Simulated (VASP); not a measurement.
A run of VASP 6.6.1 is set up as follows.

File INCAR:

```
SYSTEM = LiNiF4
PREC = Accurate ; ENCUT = 520
EDIFF = 1E-6 ; ISMEAR = 0
SIGMA = 0.1 ; LREAL = .FALSE.
LASPH = .TRUE. ; NELM = 150
ALGO = Normal ; ISIF = 2
LWAVE = .FALSE. ; LCHARG = .FALSE.
ISPIN = 2 ; MAGMOM = 0 1.54 -0.39 -0.39 -0.39 -0.39
LORBIT = 11 ; LMAXMIX = 4
GGA = PE ; NBANDS = 34
```

KPOINTS

```
Automatic mesh
0
G
  10 10 10
  0 0 0
```

POSCAR

```
LiNiF4
1.0
    0.0000000000      3.2368483033      3.2368483033
    3.2368483033      0.0000000000      3.2368483033
    3.2368483033      3.2368483033      0.0000000000
Li Ni F
1 1 4
Direct
    0.5000000000      0.5000000000      0.5000000000
    0.2500000000      0.2500000000      0.2500000000
    0.8750646846      0.8750646846      0.3748059461
    0.3748059461      0.8750646846      0.8750646846
    0.8750646846      0.3748059461      0.8750646846
    0.8750646846      0.8750646846      0.8750646846
```

Potentials or basis: VASP PAW PBE potentials, release 64 (Li_sv, Ni, F).

Run with:

```console
$ cat potpaw_PBE.64/Li_sv/POTCAR potpaw_PBE.64/Ni/POTCAR potpaw_PBE.64/F/POTCAR > POTCAR
$ mpirun -np 1 vasp_std > vasp.out
```

Question: Predict the site moments.

Answer: Li -0.00; Ni +1.35; F +0.39 μB.

Question: What does it give for the net moment?

Answer: 3.00 μB per cell.

Question: What does it give for the band gap on the k mesh?

Answer: Zero (filled and empty bands overlap).

Question: What does it give for the largest force?

Answer: 0.012 eV/Å.

Forces in eV/Å, atoms in the order of the input:
```
Li   0.000  0.000  0.000
Ni   0.000  0.000  0.000
F    0.007  0.007 -0.007
F   -0.007  0.007  0.007
F    0.007 -0.007  0.007
F   -0.007 -0.007 -0.007
```

Caveat: a cell with one magnetic atom can't hold antiferromagnetic order, which such compounds often take; semilocal functionals often make such compounds metallic where correlation or magnetic order opens a gap, which also shifts bond lengths. With open d or f shells a metallic result of PBE can be an artefact of self-interaction; +U or a hybrid may open a gap.
